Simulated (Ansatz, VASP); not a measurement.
**One calculation of WS2, two programs**

```
W S
1.0
     3.18321    0.00000    0.00000
    -1.59160    2.75674    0.00000
     0.00000    0.00000   23.66876
W S
2 4
Direct
  0.33333 0.66667 0.63732
  0.66667 0.33333 0.36268
  0.33333 0.66667 0.29682
  0.66667 0.33333 0.57144
  0.33333 0.66667 0.42856
  0.66667 0.33333 0.70318
```

Alike in both runs: task single point; functional PBE; k mesh 4 × 4 × 1; occupations fermi-dirac, width 0.05 eV; no spin polarisation.

|  | VASP | Ansatz |
| --- | --- | --- |
| version | VASP 6.6.1 | Ansatz 0.2.0 |
| potentials or method | VASP PAW PBE potentials, release 64 (W_sv, S), cutoff 520 eV | plane waves, PAW |
| valence electrons in the cell | 52 | 52 |

Ansatz gave:

```
rms of the force components (eV/Å) : 0.093
```

Problem. Which values does VASP return?

Solution. rms of the force components (eV/Å): 0.094.

Atom by atom the forces differ by 0.001 eV/Å (rms over components). The functional is the same, so the differences come from potentials, cutoffs and numerics.

The k mesh is coarse, so the values compare programs but aren't converged. Neither program's run includes spin-orbit coupling.
